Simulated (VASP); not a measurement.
A run of VASP 6.6.1 is set up as follows.

Contents of INCAR:

```
ALGO = Normal
EDIFF = 1E-6
ENCUT = 520
GGA = PS
ISIF = 2
ISMEAR = 1
LASPH = T
LCHARG = F
LREAL = F
LWAVE = F
NBANDS = 16
NELM = 60
PREC = Accurate
SIGMA = 0.2
```

Contents of KPOINTS:

```
k-points
0
Gamma
  18 18 16
```

File POSCAR:

```
WC
1.0
    2.9005014360      0.0000000000      0.0000000000
   -1.4502507180      2.5119079273      0.0000000000
    0.0000000000      0.0000000000      2.8290000000
W C
1 1
Direct
   -0.1153616121     -0.0844505613     -0.0530222694
    0.6666666667      0.3333333333      0.5000000000
```

Potentials or basis: VASP PAW PBE potentials, release 64 (W_sv, C).

The run is started by

```console
$ cat potpaw_PBE.64/W_sv/POTCAR potpaw_PBE.64/C/POTCAR > POTCAR
$ mpirun -np 1 vasp_std > vasp.out
```

Problem. Predict the band gap on the k mesh.

Solution. Zero (band 9 reaches 12.55 eV, above the bottom of band 10 at 10.96 eV).

Problem. Estimate the pressure.

Solution. 18.4 GPa.

Problem. Predict the largest force.

Solution. 4.933 eV/Å.

Stress tensor (GPa, compression positive):
```
  2.73 -10.24   5.83
-10.24  24.78  12.84
  5.83  12.84  27.60
```

Caveat: the cell differs from its parent crystal (atom 1 (W) moved by (-0.300, -0.150) A along [1 1 0] and z); the PAW data sets were made with another functional, which shifts forces and pressure a little; spin-orbit coupling is left out, which moves the levels of the heavy elements.
